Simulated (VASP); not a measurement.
# NbRu3C (Pm-3m) in VASP: notebook

The runs below take NbRu3C through single point, with LDA, r2SCAN.

Program: VASP 6.6.1. These are calculated values, not measurements. Logs are shortened: lines on timing, memory, paths and dates and some standing lists are left out, and cuts for length are marked.

**1. The cell of the first run**

Symmetry: Pm-3m, No. 221, cubic system. The conventional cell has a = 4.065 Å, b = 4.065 Å, c = 4.065 Å, α = 90.00°, β = 90.00°, γ = 90.00°. Ru (site symmetry 4/mmm) has 2 C at 2.03 Å within 2.7 Å. Within 3.8 Å of Nb (site symmetry m-3m) lie 12 Ru at 2.87 Å and 8 C at 3.52 Å. C (site symmetry m-3m) has 6 Ru at 2.03 Å within 2.7 Å.

**2. Single point, LDA**

Input file INCAR:

```
SYSTEM = NbRu3C
  PREC = Accurate
  ENCUT = 520
  EDIFF = 1E-6
  ISMEAR = -1
  SIGMA = 0.05
  LREAL = .FALSE.
  LASPH = .TRUE.
  NELM = 100
  ALGO = Normal
  ISIF = 2
  LWAVE = .FALSE.
  LCHARG = .FALSE.
  NBANDS = 38
```

Input file KPOINTS:

```
Automatic mesh
0
G
  7 7 7
  0 0 0
```

Input file POSCAR:

```
NbRu3C
1.0
    4.0651380000      0.0000000000      0.0000000000
    0.0000000000      4.0651380000      0.0000000000
    0.0000000000      0.0000000000      4.0651380000
Ru Nb C
3 1 1
Direct
    0.5000000000      0.5000000000      0.0000000000
    0.5000000000      0.0000000000      0.5000000000
    0.0000000000      0.5000000000      0.5000000000
    0.0000000000      0.0000000000      0.0000000000
    0.5000000000      0.5000000000      0.5000000000
```

Potentials or basis: VASP PAW LDA potentials, release 64 (Ru_pv, Nb_sv, C).

Launch:

```sh
> cat potpaw_LDA.64/Ru_pv/POTCAR potpaw_LDA.64/Nb_sv/POTCAR potpaw_LDA.64/C/POTCAR > POTCAR
> mpirun -np 1 vasp_std > vasp.out
```

OUTCAR:

```text
SYSTEM = NbRu3C
   PREC = Accurate
   ENCUT = 520
   EDIFF = 1E-6
   ISMEAR = -1
   LREAL = .FALSE.
   LASPH = .TRUE.
   NELM = 100
   ISIF = 2

 ion  position               nearest neighbor table
   1  0.500  0.500  0.000-   5 2.03   5 2.03   4 2.87   2 2.87   2 2.87   3 2.87   3 2.87   2 2.87
                             4 2.87   2 2.87   3 2.87   4 2.87   3 2.87   4 2.87
   2  0.500  0.000  0.500-   5 2.03   5 2.03   4 2.87   1 2.87   1 2.87   4 2.87   1 2.87   3 2.87
                             3 2.87   1 2.87   3 2.87   4 2.87   4 2.87   3 2.87
   3  0.000  0.500  0.500-   5 2.03   5 2.03   4 2.87   1 2.87   1 2.87   4 2.87   2 2.87   4 2.87
                             4 2.87   1 2.87   2 2.87   2 2.87   1 2.87   2 2.87
   4  0.000  0.000  0.000-   1 2.87   2 2.87   3 2.87   2 2.87   3 2.87   1 2.87   3 2.87   3 2.87
                             1 2.87   2 2.87   2 2.87   1 2.87
   5  0.500  0.500  0.500-   1 2.03   2 2.03   3 2.03   1 2.03   2 2.03   3 2.03

  LATTYP: Found a simple cubic cell.
 ALAT       =     4.0651380000

  Lattice vectors:

 A1 = (   4.0651380000,   0.0000000000,   0.0000000000)
 A2 = (   0.0000000000,   4.0651380000,   0.0000000000)
 A3 = (   0.0000000000,   0.0000000000,   4.0651380000)

Analysis of symmetry for initial positions (statically):
=====================================================================
 Subroutine PRICEL returns:
 Original cell was already a primitive cell.

 Routine SETGRP: Setting up the symmetry group for a
 simple cubic supercell.

 Subroutine GETGRP returns: Found 48 space group operations
 (whereof 48 operations were pure point group operations)
 out of a pool of 48 trial point group operations.

The static configuration has the point symmetry O_h .

Analysis of symmetry for dynamics (positions and initial velocities):
=====================================================================
 Subroutine PRICEL returns:
 Original cell was already a primitive cell.

 Routine SETGRP: Setting up the symmetry group for a
 simple cubic supercell.

 Subroutine GETGRP returns: Found 48 space group operations
 (whereof 48 operations were pure point group operations)
 out of a pool of 48 trial point group operations.

The dynamic configuration has the point symmetry O_h .

 Subroutine INISYM returns: Found 48 space group operations
 (whereof 48 operations are pure point group operations),
 and found     1 'primitive' translations
[... 94 lines left out ...]
   ENCUT  =  520.0 eV  38.22 Ry    6.18 a.u.   7.56  7.56  7.56*2*pi/ulx,y,z
   NELM   =    100;   NELMIN=  2; NELMDL= -5     # of ELM steps
   EDIFF  = 0.1E-05   stopping-criterion for ELM
   LREAL  =      F    real-space projection
   EDIFFG = 0.1E-04   stopping-criterion for IOM
   NSW    =      0    number of steps for IOM
   IBRION =     -1    ionic relax: 0-MD 1-quasi-New 2-CG
   NFREE  =      0    steps in history (QN), initial steepest desc. (CG)
   ISIF   =      2    stress and relaxation
   ISYM   =      2    0-nonsym 1-usesym 2-fastsym
   POTIM  = 0.5000    time-step for ionic-motion
   TEBEG  =    0.0;   TEEND  =   0.0 temperature during run
   PSTRESS=    0.0 pullay stress
   NELECT =      59.0000    total number of electrons
   NUPDOWN=      -1.0000    fix difference up-down
   EMIN   =  10.00;   EMAX   =-10.00  energy-range for DOS
   EFERMI =   0.00;   METHOD = LEGACY
   ISMEAR =    -1;   SIGMA  =   0.05  broadening in eV -4-tet -1-fermi 0-gaus
   EFERMI_NEDOS =   21; number of points for ismear=-14 and -15
   IALGO  =     38    algorithm
   IMIX   =      4    mixing-type and parameters
     AMIX     =   0.40;   BMIX     =  1.00
     AMIX_MAG =   1.60;   BMIX_MAG =  1.00
  volume/ion in A,a.u.               =      13.44        90.67
  Fermi-wavevector in a.u.,A,eV,Ry     =   1.567774  2.962664 33.441981  2.457916
  Thomas-Fermi vector in A             =   2.669904
   LORBIT       =      0    0 simple, 1 ext, 2 COOP (PROOUT), +10 PAW based schemes
   GGA     = CA    functional components
   LHFCALC =     F    Hartree Fock is set to
   AEXX    =    0.0000 exact exchange contribution
   IVDW    =     0    specifies the selected vdW correction
   LEPSILON=     F    determine dielectric tensor
   LRPA    =     F    only Hartree local field effects (RPA)
 non-spin polarized calculation
  energy-cutoff  :      520.00
  volume of cell :       67.18
 maximum number of plane-waves:      1839
 NGX is ok and might be reduce to    30
   NGX = 15   NGY = 15   NGZ = 15

 number of electron      59.0000034 magnetization

 Free energy of the ion-electron system (eV)
  ---------------------------------------------------
  ext. energy  EPLUGINS =         0.00000000
  ---------------------------------------------------
  free energy    TOTEN  =       -53.54739373 eV

  energy without entropy =      -53.52459386  energy(sigma->0) =      -53.53599380

 E-fermi :  11.9512     XC(G=0): -13.5784

 val. band max:       11.9024088458   @ k =   0.4286   0.1429   0.1429
 cond. band min:      11.9544031442   @ k =   0.4286   0.1429   0.1429
 fundamental gap:      0.0519942984
 Fermi energy:        11.9512364881

 k-point     1 :       0.0000    0.0000    0.0000
  band No.  band energies     occupation
      1     -43.7620      2.00000
      2     -31.5659      2.00000
      3     -31.5659      2.00000
      4     -31.5659      2.00000
      5     -30.8950      2.00000
      6     -30.8950      2.00000
[... 809 lines left out ...]
     37      14.4890      0.00000
     38      17.1983      0.00000

------------------------ aborting loop because EDIFF is reached ----------------------------------------

  FORCE on cell =-STRESS in cart. coord.  units (eV):
  Direction    XX          YY          ZZ          XY          YZ          ZX
  --------------------------------------------------------------------------------------
  -------------------------------------------------------------------------------------
  Total       -6.8478938     -6.8478938     -6.8478938      0.0000000      0.0000000      0.0000000
  in kB     -163.3208836   -163.3208836   -163.3208836      0.0000000      0.0000000      0.0000000
  external PRESSURE =    -163.3208836 kB  Pullay stress =       0.0000000 kB

 VOLUME and BASIS-vectors are now :
 -----------------------------------------------------------------------------
  energy-cutoff  :      520.00
  volume of cell :       67.18
      direct lattice vectors                 reciprocal lattice vectors
     4.065138000  0.000000000  0.000000000     0.245994109  0.000000000  0.000000000
     0.000000000  4.065138000  0.000000000     0.000000000  0.245994109  0.000000000
     0.000000000  0.000000000  4.065138000     0.000000000  0.000000000  0.245994109

 POSITION                                       TOTAL-FORCE (eV/Angst)
 -----------------------------------------------------------------------------------
      2.03257      2.03257      0.00000         0.000000      0.000000      0.000000
      2.03257      0.00000      2.03257         0.000000      0.000000      0.000000
      0.00000      2.03257      2.03257         0.000000      0.000000      0.000000
      0.00000      0.00000      0.00000         0.000000      0.000000      0.000000
      2.03257      2.03257      2.03257         0.000000      0.000000      0.000000
 -----------------------------------------------------------------------------------
    total drift:                                0.000000      0.000000     -0.000000

  FREE ENERGIE OF THE ION-ELECTRON SYSTEM (eV)
  ---------------------------------------------------
  free  energy   TOTEN  =       -53.5473937284 eV

  energy  without entropy=      -53.5245938639  energy(sigma->0) =      -53.53599380
```

OSZICAR:

```text
N       E                     dE             d eps       ncg     rms          rms(c)
DAV:   1     0.726999681564E+03    0.72700E+03   -0.34357E+04  1520   0.167E+03
DAV:   2    -0.202360823827E+02   -0.74724E+03   -0.72658E+03  1650   0.581E+02
DAV:   3    -0.566632804318E+02   -0.36427E+02   -0.34869E+02  2352   0.118E+02
DAV:   4    -0.584341730585E+02   -0.17709E+01   -0.17478E+01  2094   0.224E+01
DAV:   5    -0.585212761948E+02   -0.87103E-01   -0.86940E-01  2356   0.499E+00    0.318E+01
DAV:   6    -0.538782224029E+02    0.46431E+01   -0.23066E+01  2094   0.267E+01    0.696E+00
DAV:   7    -0.535911556832E+02    0.28707E+00   -0.17676E+00  2028   0.702E+00    0.576E+00
DAV:   8    -0.535896391774E+02    0.15165E-02   -0.51670E-01  2114   0.332E+00    0.243E+00
DAV:   9    -0.535582459955E+02    0.31393E-01   -0.24614E-01  2228   0.252E+00    0.130E+00
DAV:  10    -0.535495182009E+02    0.87278E-02   -0.81427E-02  1930   0.130E+00    0.597E-01
DAV:  11    -0.535473668396E+02    0.21514E-02   -0.98256E-03  2044   0.567E-01    0.701E-02
DAV:  12    -0.535473871446E+02   -0.20305E-04   -0.79623E-04  2020   0.156E-01    0.469E-02
DAV:  13    -0.535473954503E+02   -0.83057E-05   -0.47264E-05  2292   0.416E-02    0.145E-02
DAV:  14    -0.535473937712E+02    0.16791E-05   -0.69100E-06  1778   0.151E-02    0.720E-03
DAV:  15    -0.535473937284E+02    0.42754E-07   -0.68777E-07  1004   0.615E-03
   1 F= -.53547394E+02 E0= -.53535994E+02  d E =-.227999E-01
```

stdout:

```text
POSCAR found type information on POSCAR RuNbC
 POSCAR found :  3 types and       5 ions
 scaLAPACK will be used
 LDA part: xc-table for (Slater(with rela. corr.)+CA(PZ))
 , standard interpolation
 POSCAR, INCAR and KPOINTS ok, starting setup
 FFT: planning ... GRIDC
 FFT: planning ... GRID_SOFT
 FFT: planning ... GRID
 WAVECAR not read
 entering main loop
```

Wall time 70 s (1 thread of Intel Xeon 8259CL, shared host); peak memory 0.18 GiB.

What came out:

```
Free energy            : -53.5474 eV
Pressure               : -16.3 GPa
Band gap on the k mesh : zero (an odd number of electrons rules out a gap without spin polarisation)
```

Caveat: the cell stands under tension.

**3. Single point, r2SCAN**

POSCAR is that of step 2.

Input file INCAR.step1:

```
SYSTEM = NbRu3C
PREC = Accurate ; ENCUT = 520
ISMEAR = -1 ; SIGMA = 0.05
LREAL = .FALSE. ; LASPH = .TRUE.
NELM = 60 ; NBANDS = 38
GGA = PE ; ALGO = Normal
EDIFF = 1E-4 ; LWAVE = .TRUE.
LCHARG = .FALSE.
```

Input file INCAR.step2:

```
SYSTEM = NbRu3C
PREC = Accurate ; ENCUT = 520
EDIFF = 1E-7 ; ISMEAR = -1
SIGMA = 0.05 ; LREAL = .FALSE.
LASPH = .TRUE. ; NELM = 60
ALGO = Normal ; ISIF = 2
LWAVE = .FALSE. ; LCHARG = .FALSE.
METAGGA = R2SCAN ; LMIXTAU = .TRUE.
NBANDS = 38 ; ISTART = 1
```

Input file KPOINTS:

```
regular mesh
0
G
  7 7 7
  0 0 0
```

Potentials or basis: VASP PAW PBE potentials, release 64 (Ru_pv, Nb_sv, C).

Launch:

```sh
> cat potpaw_PBE.64/Ru_pv/POTCAR potpaw_PBE.64/Nb_sv/POTCAR potpaw_PBE.64/C/POTCAR > POTCAR
> cp INCAR.step1 INCAR
> mpirun -np 1 vasp_std > vasp.out
> cp INCAR.step2 INCAR
> mpirun -np 1 vasp_std > vasp.out
```

Wall time 4.5 min (1 thread of Intel Xeon 8259CL, shared host); peak memory 0.2 GiB.

The run converged. Its results:

- Free energy: -111.3113 eV
- Pressure: -6.9 GPa
- Band gap on the k mesh: zero (an odd number of electrons rules out a gap without spin polarisation)

Levels at points of the mesh, in eV from the Fermi level:
| k point | band 27 | band 28 | band 29 | band 30 | band 31 | band 32 |
| --- | --- | --- | --- | --- | --- | --- |
| (0.00, 0.00, 0.00) | -1.48 | -1.48 | 0.62 | 0.69 | 0.69 | 0.69 |

Caveat: the cell stands under tension; the PAW data sets were made with another functional, which shifts forces and pressure a little.
